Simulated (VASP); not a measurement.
# CdTeO4 (P6/mmm) in VASP: notebook, part 2 of 2

VASP 6.6.1. Earlier steps stand in the parts before.

### Step 5. Relaxation of cell and atoms, PBE

This run uses another cell than the first one, of 19.09 Å³/atom.

INCAR

```
SYSTEM = CdTeO4
  PREC = Accurate
  ENCUT = 600
  EDIFF = 1E-7
  ISMEAR = 0
  SIGMA = 0.1
  LREAL = .False.
  LASPH = .True.
  NELM = 80
  ALGO = Normal
  ISIF = 3
  LWAVE = .False.
  LCHARG = .False.
  GGA = PE
  IBRION = 2
  NSW = 90
  EDIFFG = -0.04
```

KPOINTS

```
Automatic mesh
0
Gamma
  6 6 4
  0 0 0
```

POSCAR

```
CdTeO4
1.0
    4.2140098900      0.0000000000      0.0000000000
   -2.1070049400      3.6494396200      0.0000000000
    0.0000000000      0.0000000000      7.4495069600
Cd Te O
1 1 4
Direct
    0.0000000000      0.0000000000      0.5000000000
    0.0000000000      0.0000000000      0.0000000000
    0.3333333300      0.6666666700      0.0000000000
    0.6666666700      0.3333333300      0.0000000000
    0.0000000000      0.0000000000      0.8046749500
    0.0000000000      0.0000000000      0.1953250500
```

Run with:

```
cat potpaw_PBE.64/Cd/POTCAR potpaw_PBE.64/Te/POTCAR potpaw_PBE.64/O/POTCAR > POTCAR
mpirun -np 1 vasp_std > vasp.out
```

Run time: 18 min. Hardware: 1 thread of Intel Xeon 6975P-C (Granite Rapids), shared host; peak memory 0.35 GiB.

It converged, with:

| Property | Result |
| --- | --- |
| Free energy | -25.5644 eV |
| Relaxed volume | 16.08 Å³/atom |
| Relaxed cell | a = 3.796 Å, b = 3.796 Å, c = 7.730 Å, α = 90.00°, β = 90.00°, γ = 120.00° |
| Space group after relaxing (to 0.1 Å) | P6/mmm (No. 191) |
| Pressure after relaxing | -0.1 GPa |
| Largest force after relaxing | 0.006 eV/Å |
| Band gap on the k mesh | zero (bands 21 and 22 overlap by 0.52 eV) |

Forces on the atoms (eV/Å):
```
Cd   0.000  0.000  0.000
Te   0.000  0.000  0.000
O    0.000  0.000  0.000
O    0.000  0.000  0.000
O    0.000  0.000  0.006
O    0.000  0.000 -0.006
```

Final structure:
```
Cd Te O
1.0
     3.79620    0.00000    0.00000
    -1.89810    3.28760    0.00000
     0.00000    0.00000    7.73017
Cd Te O
1 1 4
Direct
  0.00000 0.00000 0.50000
  0.00000 0.00000 0.00000
  0.33333 0.66667 0.00000
  0.66667 0.33333 0.00000
  0.00000 0.00000 0.75299
  0.00000 0.00000 0.24701
```

Levels at points of the mesh, in eV from the Fermi level:
| k point | band 18 | band 19 | band 20 | band 21 | band 22 | band 23 | band 24 | band 25 |
| --- | --- | --- | --- | --- | --- | --- | --- | --- |
| (0.00, 0.00, 0.00) | -1.10 | -1.10 | -1.06 | -1.06 | -0.09 | 2.89 | 7.34 | 7.34 |
| (0.50, 0.00, 0.00) | -1.25 | -1.18 | -0.46 | -0.16 | 1.36 | 2.29 | 4.83 | 6.15 |
| (0.00, 0.00, 0.50) | -1.52 | -0.69 | -0.69 | -0.22 | -0.09 | 1.04 | 6.29 | 7.47 |
| (0.50, 0.00, 0.50) | -1.16 | -1.14 | -0.99 | -0.16 | 2.30 | 2.47 | 2.93 | 6.04 |

Caveat: the volume moved by over 15 % at a fixed basis, so the end points are rough; semilocal functionals underestimate gaps, and a narrow one can read as zero; spin-orbit coupling is left out, which moves the levels of the heavy elements.

### Step 6. Relaxation of cell and atoms, PBE

INCAR

```
SYSTEM = CdTeO4
PREC = Accurate ; ENCUT = 600
EDIFF = 1E-6 ; ISMEAR = 0
SIGMA = 0.1 ; LREAL = .False.
LASPH = .True. ; NELM = 80
ALGO = Normal ; ISIF = 3
LWAVE = .False. ; LCHARG = .False.
GGA = PE ; IBRION = 2
NSW = 100 ; EDIFFG = -0.01
```

KPOINTS

```
regular mesh
0
Gamma
  12 12 6
  0 0 0
```

POSCAR

```
CdTeO4
1.0
    3.8036994540      0.0000000000      0.0000000000
   -1.9018497270      3.2941003556      0.0000000000
    0.0000000000      0.0000000000      7.7045507859
Cd Te O
1 1 4
Direct
    0.0000000000      0.0000000000      0.5000000000
    0.0000000000      0.0000000000      0.0000000000
    0.3333333333      0.6666666667      0.0000000000
    0.6666666667      0.3333333333      0.0000000000
    0.0000000000      0.0000000000      0.7519372856
    0.0000000000      0.0000000000      0.2480627144
```

Potentials or basis: VASP PAW PBE potentials, release 64 (Cd, Te, O).

Run with:

```
cat potpaw_PBE.64/Cd/POTCAR potpaw_PBE.64/Te/POTCAR potpaw_PBE.64/O/POTCAR > POTCAR
mpirun -np 1 vasp_std > vasp.out
```

Wall time 8.2 min (1 thread of Intel Xeon 6975P-C (Granite Rapids), shared host); peak memory 0.39 GiB.

The run converged. Its results:

- Free energy: -25.5447 eV
- Relaxed volume: 16.02 Å³/atom
- Relaxed cell: a = 3.790 Å, b = 3.790 Å, c = 7.725 Å, α = 90.00°, β = 90.00°, γ = 120.00°
- Space group after relaxing (to 0.1 Å): P6/mmm (No. 191)
- Energy gained by relaxing: 0.7 meV/atom
- Ionic steps: 7
- Pressure after relaxing: 0.0 GPa
- Largest force after relaxing: 0.003 eV/Å
- Band gap on the k mesh: zero (bands 21 and 22 overlap by 0.53 eV)

Forces on the atoms (eV/Å):
```
Cd   0.000  0.000  0.000
Te   0.000  0.000  0.000
O    0.000  0.000  0.000
O    0.000  0.000  0.000
O    0.000  0.000 -0.003
O    0.000  0.000  0.003
```

Step by step:
```csv
step,energy change (eV),largest force (eV/Å),pressure (GPa),volume (Å³)
1,0.0000,0.2423,-0.06,96.54
2,-0.0014,0.1540,-0.60,96.44
3,-0.0040,0.0144,-0.36,96.49
4,-0.0043,0.0517,0.13,96.01
5,-0.0044,0.0308,-0.02,96.16
6,-0.0044,0.0112,0.01,96.07
7,-0.0044,0.0031,0.01,96.10
```

Final structure:
```yaml
crystal:
  lattice:
    - [3.78993, 0.00000, 0.00000]
    - [-1.89497, 3.28218, 0.00000]
    - [0.00000, 0.00000, 7.72550]
  atoms:
    - { symbol: Cd, position: [0.00000, 0.00000, 0.50000] }
    - { symbol: Te, position: [0.00000, 0.00000, 0.00000] }
    - { symbol: O, position: [0.33333, 0.66667, 0.00000] }
    - { symbol: O, position: [0.66667, 0.33333, 0.00000] }
    - { symbol: O, position: [0.00000, 0.00000, 0.75283] }
    - { symbol: O, position: [0.00000, 0.00000, 0.24717] }
```

Levels at points of the mesh, in eV from the Fermi level:
```
           k point  band 19  band 20  band 21  band 22  band 23  band 24
(0.00, 0.00, 0.00)    -1.24    -1.20    -1.20    -0.19     2.76     6.27
(0.50, 0.00, 0.00)    -1.28    -0.58    -0.24     1.27     2.14     4.71
(0.00, 0.00, 0.50)    -0.83    -0.83    -0.33    -0.19     0.91     6.15
(0.50, 0.00, 0.50)    -1.28    -1.12    -0.25     2.22     2.32     2.80
```

Caveat: semilocal functionals underestimate gaps, and a narrow one can read as zero; spin-orbit coupling is left out, which moves the levels of the heavy elements.

### Step 7. Summary

```tsv
task	cell	k mesh	cutoff (eV)	gap on the mesh (eV)	pressure (GPa)	relaxed volume (Å³/atom)	largest force (eV/Å)
single point	a = 3.804, b = 3.804, c = 7.705 Å, angles 90.0, 90.0, 120.0°, 6 atoms, atomic positions A	6 × 6 × 4	520	none	0.4	-	0.29
single point	a = 4.214, b = 4.214, c = 7.450 Å, angles 90.0, 90.0, 120.0°, 6 atoms, atomic positions B	6 × 6 × 4	520	none	36.7	-	33.33
single point	a = 3.802, b = 3.802, c = 7.700 Å, angles 90.0, 90.0, 120.0°, 6 atoms, atomic positions C	12 × 12 × 6	520	none	0.3	-	0.31
relaxation of cell and atoms	relaxed from a = 4.214, b = 4.214, c = 7.450 Å, angles 90.0, 90.0, 120.0°, 6 atoms, atomic positions B	6 × 6 × 4	600	none	-0.1	16.08	0.01
relaxation of cell and atoms	relaxed from a = 3.804, b = 3.804, c = 7.705 Å, angles 90.0, 90.0, 120.0°, 6 atoms, atomic positions A	12 × 12 × 6	600	none	0.0	16.02	-
```

Alike in all rows: level PBE; potentials or basis VASP PAW PBE potentials, release 64 (Cd, Te, O); no spin polarisation; smearing gaussian 0.1 eV.

Caveats: semilocal functionals underestimate gaps, and a narrow one can read as zero; spin-orbit coupling is left out, which moves the levels of the heavy elements; the stress differs along the axes, from -12 to 135 GPa (at least some runs); forces of over 1 eV/Å act on the atoms, so gaps and moduli don't describe the material at rest (at least some runs); the volume moved by over 15 % at a fixed basis, so the end points are rough (at least some runs).

Absolute energies hang on the potentials; compare differences alone.
